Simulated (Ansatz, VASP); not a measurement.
## MgB2: VASP beside Ansatz

```
Mg B
1.0
     3.03645    0.00000    0.00000
    -1.51823    2.62965    0.00000
     0.00000    0.00000    3.45493
Mg B
1 2
Cartesian
  0.0000 0.0000 0.0000
  0.0000 1.7531 1.7275
  1.5182 0.8765 1.7275
```

Alike in both runs: functional LDA; k mesh 15 × 15 × 12; occupations fermi-dirac, width 0.15 eV; no spin polarisation.

Ansatz relaxed the structure, and its values are those at the end. VASP's run is a single point on that final structure, the one shown.

|  | VASP | Ansatz |
| --- | --- | --- |
| version | VASP 6.6.1 | Ansatz 0.2.0 |
| potentials or method | VASP PAW LDA potentials, release 64 (Mg, B), cutoff 600 eV | scalar-relativistic, plane waves, PAW |
| valence electrons in the cell | 8 | 16 |

Ansatz gave:

* gap on the k mesh at the Fermi level (eV): none
* pressure (GPa): 0.0

Q: What did VASP give for the same quantities?

A: gap on the k mesh at the Fermi level (eV): none; pressure (GPa): -0.6.

LDA's correlation is that of Perdew and Zunger in VASP and of Perdew and Wang (1992) in Ansatz. A gap of «none» marks a metal or a gap that the smearing closes. VASP's potentials hold 8 valence electrons a cell and Ansatz's 16, so a difference there can come from the potentials and not from the codes.
